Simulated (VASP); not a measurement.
# SiNi2 (P6_3/mmc) in VASP: a series of runs

SiNi2 is run at these levels: PBEsol; tasks: single point.

Everything below comes from runs of VASP 6.6.1. Logs are shortened: lines on timing, memory, paths and dates and some standing lists are left out, and cuts for length are marked.

## Step 1: The cell of the first run

The structure is hexagonal, space group P6_3/mmc (No. 194). The conventional cell has a = 3.667 Å, b = 3.667 Å, c = 4.587 Å, α = 90.00°, β = 90.00°, γ = 120.00°. Within 2.8 Å of Si (site symmetry -6m2) lie 11 Ni at 2.12 to 2.41 Å. Ni (site symmetry -3m) has 8 Ni at 2.29 to 2.41 Å and 6 Si at 2.41 Å within 3.0 Å. Within 2.8 Å of Ni (site symmetry -6m2) lie 5 Si at 2.12 to 2.29 Å and 6 Ni at 2.41 Å.

## Step 2: Single point, PBEsol

File INCAR:

```
PREC = Accurate ; ENCUT = 520
EDIFF = 1E-7 ; ISMEAR = 0
SIGMA = 0.1 ; LREAL = F
LASPH = T ; NELM = 60
ALGO = Fast ; ISIF = 2
LWAVE = F ; LCHARG = F
GGA = PS ; NBANDS = 33
```

File KPOINTS:

```
regular mesh
0
Gamma
  12 12 8
```

File POSCAR:

```
SiNi2
1.0
    3.6668720479      0.0000000000      0.0000000000
   -1.8334360239      3.1756043459      0.0000000000
    0.0000000000      0.0000000000      4.5865222489
Si Ni
2 4
Direct
    0.3333333333      0.6666666667      0.7500000000
    0.6666666667      0.3333333333      0.2500000000
    0.0000000000      0.0000000000      0.0000000000
    0.0000000000      0.0000000000      0.5000000000
    0.3333333333      0.6666666667      0.2500000000
    0.6666666667      0.3333333333      0.7500000000
```

Potentials or basis: VASP PAW PBE potentials, release 64 (Si, Ni).

The run is started by

```console
$ cat potpaw_PBE.64/Si/POTCAR potpaw_PBE.64/Ni/POTCAR > POTCAR
$ mpirun -np 1 vasp_std > vasp.out
```

OUTCAR:

```text
PREC = Accurate
   ENCUT = 520
   EDIFF = 1E-7
   ISMEAR = 0
   LREAL = F
   LASPH = T
   NELM = 60
   ISIF = 2
   GGA = PS

 ion  position               nearest neighbor table
   1  0.333  0.667  0.750-   6 2.12   6 2.12   6 2.12   5 2.29   5 2.29   3 2.41   4 2.41   4 2.41
                             3 2.41   4 2.41   3 2.41   2 3.12   2 3.12   2 3.12   2 3.12   2 3.12
   2  0.667  0.333  0.250-   5 2.12   5 2.12   5 2.12   6 2.29   6 2.29   3 2.41   4 2.41   3 2.41
                             4 2.41   3 2.41   4 2.41   1 3.12   1 3.12   1 3.12   1 3.12   1 3.12
   3  0.000  0.000  0.000-   4 2.29   4 2.29   1 2.41   5 2.41   6 2.41   2 2.41   1 2.41   5 2.41
                             2 2.41   6 2.41   2 2.41   6 2.41   1 2.41   5 2.41
   4  0.000  0.000  0.500-   3 2.29   3 2.29   1 2.41   5 2.41   6 2.41   2 2.41   1 2.41   5 2.41
                             2 2.41   6 2.41   2 2.41   6 2.41   1 2.41   5 2.41
   5  0.333  0.667  0.250-   2 2.12   2 2.12   2 2.12   1 2.29   1 2.29   3 2.41   4 2.41   4 2.41
                             3 2.41   4 2.41   3 2.41
   6  0.667  0.333  0.750-   1 2.12   1 2.12   1 2.12   2 2.29   2 2.29   3 2.41   4 2.41   3 2.41
                             4 2.41   3 2.41   4 2.41

  LATTYP: Found a hexagonal cell.
 ALAT       =     3.6668720479
 C/A-ratio  =     1.2507996431

  Lattice vectors:

 A1 = (   3.6668720479,   0.0000000000,   0.0000000000)
 A2 = (  -1.8334360239,   3.1756043459,   0.0000000000)
 A3 = (   0.0000000000,   0.0000000000,   4.5865222489)

Analysis of symmetry for initial positions (statically):
=====================================================================
 Subroutine PRICEL returns:
 Original cell was already a primitive cell.

 Routine SETGRP: Setting up the symmetry group for a
 hexagonal supercell.

 Subroutine GETGRP returns: Found 24 space group operations
 (whereof 12 operations were pure point group operations)
 out of a pool of 24 trial point group operations.

The static configuration has the point symmetry D_3d.
 The point group associated with its full space group is D_6h.

Analysis of symmetry for dynamics (positions and initial velocities):
=====================================================================
 Subroutine PRICEL returns:
 Original cell was already a primitive cell.

 Routine SETGRP: Setting up the symmetry group for a
 hexagonal supercell.

 Subroutine GETGRP returns: Found 24 space group operations
 (whereof 12 operations were pure point group operations)
 out of a pool of 24 trial point group operations.

The dynamic configuration has the point symmetry D_3d.
[... 113 lines left out ...]
   NFREE  =      0    steps in history (QN), initial steepest desc. (CG)
   ISIF   =      2    stress and relaxation
   ISYM   =      2    0-nonsym 1-usesym 2-fastsym
   POTIM  = 0.5000    time-step for ionic-motion
   TEBEG  =    0.0;   TEEND  =   0.0 temperature during run
   PSTRESS=    0.0 pullay stress
   NELECT =      48.0000    total number of electrons
   NUPDOWN=      -1.0000    fix difference up-down
   EMIN   =  10.00;   EMAX   =-10.00  energy-range for DOS
   EFERMI =   0.00;   METHOD = LEGACY
   ISMEAR =     0;   SIGMA  =   0.10  broadening in eV -4-tet -1-fermi 0-gaus
   EFERMI_NEDOS =   21; number of points for ismear=-14 and -15
   IALGO  =     68    algorithm
   IMIX   =      4    mixing-type and parameters
     AMIX     =   0.40;   BMIX     =  1.00
     AMIX_MAG =   1.60;   BMIX_MAG =  1.00
  volume/ion in A,a.u.               =       8.90        60.07
  Fermi-wavevector in a.u.,A,eV,Ry     =   1.579865  2.985512 33.959788  2.495974
  Thomas-Fermi vector in A             =   2.680180
   LORBIT       =      0    0 simple, 1 ext, 2 COOP (PROOUT), +10 PAW based schemes
   GGA     = PS    functional components
   LHFCALC =     F    Hartree Fock is set to
   AEXX    =    0.0000 exact exchange contribution
   IVDW    =     0    specifies the selected vdW correction
   LEPSILON=     F    determine dielectric tensor
   LRPA    =     F    only Hartree local field effects (RPA)
 non-spin polarized calculation
 RMM-DIIS sequential band-by-band and
 Gauss-broadening in eV      SIGMA  =   0.10
  energy-cutoff  :      520.00
  volume of cell :       53.41
 maximum number of plane-waves:      1473
 NGX is ok and might be reduce to    28
   NGX = 13   NGY = 13   NGZ = 17

 number of electron      48.0000027 magnetization

 Free energy of the ion-electron system (eV)
  ---------------------------------------------------
  ext. energy  EPLUGINS =         0.00000000
  ---------------------------------------------------
  free energy    TOTEN  =       -37.90966931 eV

  energy without entropy =      -37.89532145  energy(sigma->0) =      -37.90249538

 E-fermi :  14.4214     XC(G=0): -14.2027

 val. band max:       14.4185786648   @ k =   0.1667   0.0833   0.0000
 cond. band min:      14.4594951179   @ k =   0.3333   0.3333   0.2500
 fundamental gap:      0.0409164530
 Fermi energy:        14.4214289787

 k-point     1 :       0.0000    0.0000    0.0000
  band No.  band energies     occupation
      1       0.0094      2.00000
      2       5.3460      2.00000
      3       6.6753      2.00000
      4       7.9490      2.00000
      5       7.9490      2.00000
      6       9.2854      2.00000
[... 853 lines left out ...]
     32      22.8809      0.00000
     33      23.5744      0.00000

 [... further k-points ...]

------------------------ aborting loop because EDIFF is reached ----------------------------------------

  FORCE on cell =-STRESS in cart. coord.  units (eV):
  Direction    XX          YY          ZZ          XY          YZ          ZX
  --------------------------------------------------------------------------------------
  -------------------------------------------------------------------------------------
  Total       20.1295252     20.1295252     20.0029454      0.0000000      0.0000000     -0.0000000
  in kB      603.8630623    603.8630623    600.0658101      0.0000000      0.0000000     -0.0000000
  external PRESSURE =     602.5973116 kB  Pullay stress =       0.0000000 kB

 VOLUME and BASIS-vectors are now :
 -----------------------------------------------------------------------------
  energy-cutoff  :      520.00
  volume of cell :       53.41
      direct lattice vectors                 reciprocal lattice vectors
     3.666872048  0.000000000  0.000000000     0.272711997  0.157450345  0.000000000
    -1.833436024  3.175604346  0.000000000     0.000000000  0.314900690  0.000000000
     0.000000000  0.000000000  4.586522249     0.000000000  0.000000000  0.218030121

 POSITION                                       TOTAL-FORCE (eV/Angst)
 -----------------------------------------------------------------------------------
     -0.00000      2.11707      3.43989        -0.000000      0.000000      0.000000
      1.83344      1.05853      1.14663         0.000000      0.000000      0.000000
      0.00000      0.00000      0.00000        -0.000000      0.000000      0.000000
      0.00000      0.00000      2.29326        -0.000000      0.000000      0.000000
     -0.00000      2.11707      1.14663        -0.000000      0.000000      0.000000
      1.83344      1.05853      3.43989        -0.000000     -0.000000      0.000000
 -----------------------------------------------------------------------------------
    total drift:                               -0.000000      0.000000      0.000000

  FREE ENERGIE OF THE ION-ELECTRON SYSTEM (eV)
  ---------------------------------------------------
  free  energy   TOTEN  =       -37.9096693053 eV

  energy  without entropy=      -37.8953214491  energy(sigma->0) =      -37.90249538
```

stdout:

```text
POSCAR found type information on POSCAR SiNi
 POSCAR found :  2 types and       6 ions
 scaLAPACK will be used
 -----------------------------------------------------------------------------
|                                                                             |
|                                                                             |
|     You enforced a specific xc type in the INCAR file but a different       |
|     I HOPE YOU KNOW WHAT YOU ARE DOING!                                     |
|                                                                             |
 -----------------------------------------------------------------------------

 LDA part: xc-table for (Slater+PW92), standard interpolation
 POSCAR, INCAR and KPOINTS ok, starting setup
 FFT: planning ... GRIDC
 FFT: planning ... GRID_SOFT
 FFT: planning ... GRID
 WAVECAR not read
 entering main loop
WARNING in EDDRMM: call to ZHEGV failed, returncode =   8  4     32
WARNING in EDDRMM: call to ZHEGV failed, returncode =   8  4     33
```

It took 4.9 min on 1 thread of Intel Xeon Platinum 8259CL at 2.50GHz (Skylake/Cascade Lake), shared host; peak memory 0.26 GiB.

Results:

```
Free energy            : -37.9097 eV
Pressure               : 60.3 GPa
Band gap on the k mesh : zero (bands 24 and 25 overlap by 4.00 eV)
```

Stress tensor (GPa, compression positive):
```
60.39  0.00  0.00
 0.00 60.39  0.00
 0.00  0.00 60.01
```

Levels at points of the mesh, in eV from the Fermi level:
```
           k point  band 20  band 21  band 22  band 23  band 24  band 25  band 26  band 27  band 28  band 29
(0.00, 0.00, 0.00)    -1.61    -0.83    -0.83     0.26     2.85     2.85     3.36     3.36     3.57     3.77
(0.50, 0.00, 0.00)    -1.94    -1.71    -1.57    -1.33    -0.89    -0.68     1.96     2.23     3.62     4.64
(0.00, 0.00, 0.50)    -1.63    -1.63    -1.63     3.12     3.12     3.73     3.73     3.73     3.73     4.81
(0.50, 0.00, 0.50)    -2.24    -1.65    -1.65    -1.15    -1.15     1.16     1.16     3.65     3.65     6.65
```

Caveat: the cell stands under pressure; the PAW data sets were made with another functional, which shifts forces and pressure a little. Spin polarisation is off, so any magnetic state and its effect on volume and gap are missing.

## Step 3: Single point, PBEsol

This run uses another cell than the first one, of 9.57 Å³/atom.

File INCAR:

```
  PREC = Accurate
  ENCUT = 520
  EDIFF = 1E-6
  ISMEAR = 0
  SIGMA = 0.1
  LREAL = F
  LASPH = T
  NELM = 60
  ALGO = Fast
  ISIF = 2
  LWAVE = F
  LCHARG = F
  GGA = PS
  NBANDS = 33
```

File KPOINTS:

```
Automatic mesh
0
Gamma
  12 12 8
```

POSCAR, as its differences from that of step 2:

```diff
@@ -2,5 +2,5 @@
 1.0
-    3.6668720479      0.0000000000      0.0000000000
-   -1.8334360239      3.1756043459      0.0000000000
-    0.0000000000      0.0000000000      4.5865222489
+    3.7496387027      0.0000000000      0.0000000000
+   -1.8748193513      3.2472823716      0.0000000000
+    0.0000000000      0.0000000000      4.7154656818
 Si Ni
```

Potentials or basis: VASP PAW PBE potentials, release 64 (Si, Ni).

The run is started by

```console
$ cat potpaw_PBE.64/Si/POTCAR potpaw_PBE.64/Ni/POTCAR > POTCAR
$ mpirun -np 1 vasp_std > vasp.out
```

Wall time 3.7 min (1 thread of Intel Xeon Platinum 8259CL at 2.50GHz (Skylake/Cascade Lake), shared host); peak memory 0.26 GiB.

Results (log left out):

```yaml
Free_energy: -39.0179 eV
Pressure: 30.4 GPa
Band_gap_on_the_k_mesh: zero (bands 24 and 25 overlap by 3.84 eV)
```

Stress tensor (GPa, compression positive):
```
30.49  0.00  0.00
 0.00 30.49  0.00
 0.00  0.00 30.16
```

Levels at points of the mesh, in eV from the Fermi level:
```tsv
k point	band 21	band 22	band 23	band 24	band 25	band 26	band 27	band 28
(0.00, 0.00, 0.00)	-0.75	-0.75	0.21	2.80	2.80	3.15	3.15	3.21
(0.50, 0.00, 0.00)	-1.56	-1.43	-1.20	-0.81	-0.63	1.64	2.07	3.34
(0.00, 0.00, 0.50)	-1.48	-1.48	2.74	2.74	3.57	3.57	3.57	3.57
(0.50, 0.00, 0.50)	-1.50	-1.50	-1.05	-1.05	1.07	1.07	3.35	3.35
```

Caveat: the cell stands under pressure; the PAW data sets were made with another functional, which shifts forces and pressure a little. Spin polarisation is off, so any magnetic state and its effect on volume and gap are missing.
